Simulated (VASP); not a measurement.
# BaS (I4/mmm) in VASP: notebook, part 2 of 2

VASP 6.6.1. Earlier steps stand in the parts before.

### Step 3. Single point, PBE (strain +0.0100 x Voigt [0, 0, 1, 0, 0, 0])

Input file INCAR:

```
PREC = Accurate
ENCUT = 520
EDIFF = 1E-6
ISMEAR = 0
SIGMA = 0.05
LREAL = False
LASPH = True
NELM = 60
ALGO = Normal
ISIF = 2
LWAVE = False
LCHARG = False
GGA = PE
NBANDS = 15
```

Input file KPOINTS:

```
Automatic mesh
0
Gamma
  8 8 8
```

Input file POSCAR:

```
BaS
1.0
    0.0000000000      3.1937500000      3.2256875000
    3.1937500000      0.0000000000      3.2256875000
    3.1937500000      3.1937500000      0.0000000000
Ba S
1 1
Direct
    0.0000000000      0.0000000000      0.0000000000
    0.5000000000      0.5000000000      0.5000000000
```

Potentials or basis: VASP PAW PBE potentials, release 64 (Ba_sv, S).

Started as:

```sh
> cat potpaw_PBE.64/Ba_sv/POTCAR potpaw_PBE.64/S/POTCAR > POTCAR
> mpirun -np 1 vasp_std > vasp.out
```

Run time: 30 s. Hardware: 1 thread of Intel Xeon Platinum 8488C (Sapphire Rapids), shared host; peak memory 0.23 GiB.

It converged, with:

| Property | Result |
| --- | --- |
| Free energy | -10.1886 eV |
| Pressure | 1.0 GPa |
| Band gap on the k mesh | 2.11 eV, indirect (least direct gap 2.25 eV) |

Stress tensor (GPa, compression positive):
```
1.25 0.00 0.00
0.00 1.25 0.00
0.00 0.00 0.43
```

Levels at points of the mesh, in eV from the valence-band top:
| k point | band 5 | band 6 | band 7 | band 8 | band 9 | band 10 | band 11 | band 12 |
| --- | --- | --- | --- | --- | --- | --- | --- | --- |
| (0.00, 0.00, 0.00) | -10.36 | -0.03 | 0.00 | 0.00 | 3.54 | 3.81 | 3.88 | 3.88 |
| (0.50, 0.00, 0.00) | -9.16 | -1.93 | -1.08 | -1.08 | 5.50 | 5.65 | 6.25 | 6.27 |
| (0.50, 0.50, 0.00) | -10.26 | -0.58 | -0.14 | -0.14 | 2.12 | 5.88 | 5.95 | 7.44 |
| (0.50, 0.00, 0.50) | -10.26 | -0.53 | -0.18 | -0.14 | 2.11 | 5.87 | 5.99 | 7.38 |

Caveat: the cell differs from its parent crystal (strain +0.0100 x Voigt [0, 0, 1, 0, 0, 0]); spin-orbit coupling is left out, which moves the levels of the heavy elements. A k mesh can miss the band edges.

### Step 4. Single point, PBE (strain +0.0175 x Voigt [0, 0, 1, 0, 0, 0])

Input file INCAR:

```
SYSTEM = BaS
ALGO = Normal ; EDIFF = 1E-6
ENCUT = 520 ; GGA = PE
ISIF = 2 ; ISMEAR = 0
LASPH = .True. ; LCHARG = .True.
LELF = .True. ; LREAL = .False.
LVHAR = .True. ; LWAVE = .False.
NBANDS = 15 ; NELM = 80
PREC = Accurate ; SIGMA = 0.05
```

Input file KPOINTS:

```
k-points
0
Gamma
  8 8 8
  0 0 0
```

Input file POSCAR:

```
BaS
1.0
    0.0000000000      3.1937500000      3.2496406250
    3.1937500000      0.0000000000      3.2496406250
    3.1937500000      3.1937500000      0.0000000000
Ba S
1 1
Direct
    0.0000000000      0.0000000000      0.0000000000
    0.5000000000      0.5000000000      0.5000000000
```

Potentials or basis: VASP PAW PBE potentials, release 64 (Ba_sv, S).

Started as:

```sh
> cat potpaw_PBE.64/Ba_sv/POTCAR potpaw_PBE.64/S/POTCAR > POTCAR
> mpirun -np 1 vasp_std > vasp.out
```

OUTCAR:

```text
SYSTEM = BaS
   EDIFF = 1E-6
   ENCUT = 520
   GGA = PE
   ISIF = 2
   ISMEAR = 0
   LASPH = .True.
   LREAL = .False.
   NELM = 80
   PREC = Accurate

 ion  position               nearest neighbor table
   1  0.000  0.000  0.000-   2 3.19   2 3.19   2 3.19   2 3.19   2 3.25   2 3.25
   2  0.500  0.500  0.500-   1 3.19   1 3.19   1 3.19   1 3.19   1 3.25   1 3.25

  LATTYP: Found a body centered tetragonal cell.
 ALAT       =     4.5166445648
 C/A-ratio  =     1.4389622997

  Lattice vectors:

 A1 = (  -3.1937500000,   0.0000000000,   3.2496406250)
[... 612 lines left out ...]
     12       7.2973      0.00000
     13       7.9659      0.00000
     14       9.4430      0.00000
     15      11.4448      0.00000

 [... further k-points ...]
[... 5 lines left out ...]
  --------------------------------------------------------------------------------------
  -------------------------------------------------------------------------------------
  Total        0.4607585      0.4607585     -0.0974323      0.0000000     -0.0000000      0.0000000
  in kB       11.1356819     11.1356819     -2.3547594      0.0000000     -0.0000000      0.0000000
  external PRESSURE =       6.6388681 kB  Pullay stress =       0.0000000 kB

 VOLUME and BASIS-vectors are now :
 -----------------------------------------------------------------------------
  energy-cutoff  :      520.00
  volume of cell :       66.29
      direct lattice vectors                 reciprocal lattice vectors
     0.000000000  3.193750000  3.249640625    -0.156555773  0.156555773  0.153863168
     3.193750000  0.000000000  3.249640625     0.156555773 -0.156555773  0.153863168
     3.193750000  3.193750000  0.000000000     0.156555773  0.156555773 -0.153863168

 POSITION                                       TOTAL-FORCE (eV/Angst)
 -----------------------------------------------------------------------------------
      0.00000      0.00000      0.00000        -0.000000      0.000000      0.000000
      3.19375      3.19375      3.24964         0.000000     -0.000000     -0.000000
 -----------------------------------------------------------------------------------
    total drift:                                0.000000      0.000000      0.000000

  FREE ENERGIE OF THE ION-ELECTRON SYSTEM (eV)
  ---------------------------------------------------
  free  energy   TOTEN  =       -10.1889354985 eV

  energy  without entropy=      -10.1889354985  energy(sigma->0) =      -10.18893550
```

Wall time 31 s (1 thread of Intel Xeon Platinum 8488C (Sapphire Rapids), shared host); peak memory 0.24 GiB.

What came out:

- Free energy: -10.1889 eV
- Pressure: 0.7 GPa
- Band gap on the k mesh: 2.11 eV, indirect (least direct gap 2.26 eV)

Caveat: the cell differs from its parent crystal (strain +0.0175 x Voigt [0, 0, 1, 0, 0, 0]); spin-orbit coupling is left out, which moves the levels of the heavy elements. A k mesh can miss the band edges.

### Step 5. Single point, PBE (strain +0.0200 x Voigt [0, 0, 1, 0, 0, 0])

Input file INCAR:

```
ALGO = Normal ; EDIFF = 1E-6
ENCUT = 520 ; GGA = PE
ISIF = 2 ; ISMEAR = 0
LASPH = T ; LCHARG = F
LREAL = F ; LWAVE = F
NBANDS = 15 ; NELM = 100
PREC = Accurate ; SIGMA = 0.05
```

Input file KPOINTS:

```
k-points
0
Gamma
  8 8 8
```

Input file POSCAR:

```
BaS
1.0
    0.0000000000      3.1937500000      3.2576250000
    3.1937500000      0.0000000000      3.2576250000
    3.1937500000      3.1937500000      0.0000000000
Ba S
1 1
Direct
    0.0000000000      0.0000000000      0.0000000000
    0.5000000000      0.5000000000      0.5000000000
```

Started as:

```sh
> cat potpaw_PBE.64/Ba_sv/POTCAR potpaw_PBE.64/S/POTCAR > POTCAR
> mpirun -np 1 vasp_std > vasp.out
```

Run time: 30 s. Hardware: 1 thread of Intel Xeon Platinum 8488C (Sapphire Rapids), shared host; peak memory 0.23 GiB.

Results (log left out):

- Free energy: -10.1886 eV
- Pressure: 0.6 GPa
- Band gap on the k mesh: 2.12 eV, indirect (least direct gap 2.26 eV)

Stress tensor (GPa, compression positive):
```
 1.07  0.00  0.00
 0.00  1.07  0.00
 0.00  0.00 -0.44
```

Levels at points of the mesh, in eV from the valence-band top:
```csv
k point,band 4,band 5,band 6,band 7,band 8,band 9,band 10,band 11,band 12,band 13
"(0.00, 0.00, 0.00)",-11.21,-10.35,-0.06,0.00,0.00,3.47,3.76,3.89,3.89,4.71
"(0.50, 0.00, 0.00)",-11.24,-9.19,-1.91,-1.08,-1.06,5.45,5.61,6.19,6.24,8.61
"(0.50, 0.50, 0.00)",-11.38,-10.26,-0.63,-0.14,-0.14,2.13,5.84,5.88,7.38,7.38
"(0.50, 0.00, 0.50)",-11.39,-10.26,-0.53,-0.21,-0.15,2.12,5.78,5.99,7.27,7.45
```

Caveat: the cell differs from its parent crystal (strain +0.0200 x Voigt [0, 0, 1, 0, 0, 0]); spin-orbit coupling is left out, which moves the levels of the heavy elements.

### Step 6. The runs side by side

| cell | gap on the mesh (eV) | pressure (GPa) |
| --- | --- | --- |
| a = 4.551, b = 4.551, c = 4.517 Å, angles 60.2, 60.2, 59.5°, 2 atoms | 2.11 | 0.8 |
| a = 4.539, b = 4.539, c = 4.517 Å, angles 60.2, 60.2, 59.7°, 2 atoms | 2.11 | 1.0 |
| a = 4.556, b = 4.556, c = 4.517 Å, angles 60.3, 60.3, 59.4°, 2 atoms | 2.11 | 0.7 |
| a = 4.562, b = 4.562, c = 4.517 Å, angles 60.3, 60.3, 59.3°, 2 atoms | 2.12 | 0.6 |

Alike in all rows: task single point; level PBE; potentials or basis VASP PAW PBE potentials, release 64 (Ba_sv, S); no spin polarisation; k mesh 8 × 8 × 8; cutoff (eV) 520; smearing gaussian 0.05 eV.

Caveats: spin-orbit coupling is left out, which moves the levels of the heavy elements.

Absolute energies hang on the potentials; compare differences alone.
